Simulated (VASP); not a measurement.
The system is LiH.

```
Li H
1.0
     3.25482    0.00000    0.00000
    -1.62741    2.81876    0.00000
     0.00000    0.00000    4.06907
Li H
2 2
Cartesian
  0.0000 1.8792 1.0173
  1.6274 0.9396 3.0518
  1.6274 0.9396 1.0173
  0.0000 1.8792 3.0518
```

Base run:

| Item | Value |
| --- | --- |
| Program | VASP 6.6.1 |
| Functional | PBE-based global hybrid with 5 % exact exchange |
| Potentials or basis | VASP PAW PBE potentials, release 64 (Li_sv, H) |
| Cutoff | 520 eV |
| k mesh | 6 × 6 × 4 |
| Occupations | gaussian, width 0.01 eV |
| Spin | no spin polarisation |

Its results: band gap on the k mesh 2.15 eV (least direct gap 3.41 eV).

**Question.** The run is repeated on the same cell with these changes: functional from PBE-based global hybrid with 5 % exact exchange to PBE-based screened hybrid with 75 % exact exchange; share of exact exchange from 0.05 to 0.75. What comes out?

**Answer.** Band gap on the k mesh 4.10 eV (least direct gap 5.53 eV).

A k mesh can miss the band edges.
